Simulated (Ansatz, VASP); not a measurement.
# C: VASP beside Ansatz

Contents of INCAR:

```
PREC = Accurate
ENCUT = 520
EDIFF = 1E-6
ISMEAR = 0
SIGMA = 0.05
LREAL = False
LASPH = True
NELM = 60
ALGO = Normal
ISIF = 2
LWAVE = False
LCHARG = False
GGA = PE
IVDW = 12
NBANDS = 11
```

File KPOINTS:

```
regular mesh
0
Gamma
  15 15 15
```

POSCAR

```
C
1.0
    1.2222513345      0.7056671370      3.3330408480
   -1.2222513345      0.7056671370      3.3330408480
    0.0000000000     -1.4113342740      3.3330408480
C
2
Direct
    0.1703644086      0.1703644086      0.1703644086
    0.8296355914      0.8296355914      0.8296355914
```

Input for Ansatz:

```yaml
crystal:
  lattice:
    - [1.2222513345, 0.705667137, 3.333040848]
    - [-1.2222513345, 0.705667137, 3.333040848]
    - [0.0, -1.411334274, 3.333040848]
  atoms:
    - { symbol: C, position: [0.1703644086, 0.1703644086, 0.1703644086] }
    - { symbol: C, position: [0.8296355914, 0.8296355914, 0.8296355914] }
basis:
  ecutwfc: 520.0
kpoints:
  mp_grid: { grid: [15, 15, 15] }
hamiltonian:
  xc: pbe
  pseudopotentials: { kind: paw, azcp: { folder: soft_1 } }
  dispersion: d3bj
scf:
  occupations: { method: gaussian, width: 0.05 }
output:
  forces: true
  stress: true
  eigenvalues: true
```

Change from the starting cell: mode 4 frozen in at +0.038 Å, equal normal strain along x, y and z -0.0083.

Alike in both runs: task single point; functional PBE; dispersion D3(BJ); k mesh 15 × 15 × 15; occupations gaussian, width 0.05 eV; no spin polarisation.

|  | VASP | Ansatz |
| --- | --- | --- |
| version | VASP 6.6.1 | Ansatz 0.2.0 |
| potentials or method | VASP PAW PBE potentials, release 64 (C), cutoff 520 eV | scalar-relativistic, plane waves, PAW |
| valence electrons in the cell | 8 | 8 |

VASP gave:

```
gap on the k mesh at the Fermi level (eV)                     : 0.56
least direct gap on the mesh (eV)                             : 0.56
pressure (GPa)                                                : 7.9
traceless stress, the component that is largest in VASP (GPa) : -8.45
rms of the force components (eV/Å)                            : 0.717
```

Q: What did Ansatz give for the same quantities?

A: gap on the k mesh at the Fermi level (eV): 0.56; least direct gap on the mesh (eV): 0.56; pressure (GPa): 7.4; traceless stress, the component that is largest in VASP (GPa): -7.89; rms of the force components (eV/Å): 0.719.

Atom by atom the forces differ by 0.003 eV/Å (rms over components).
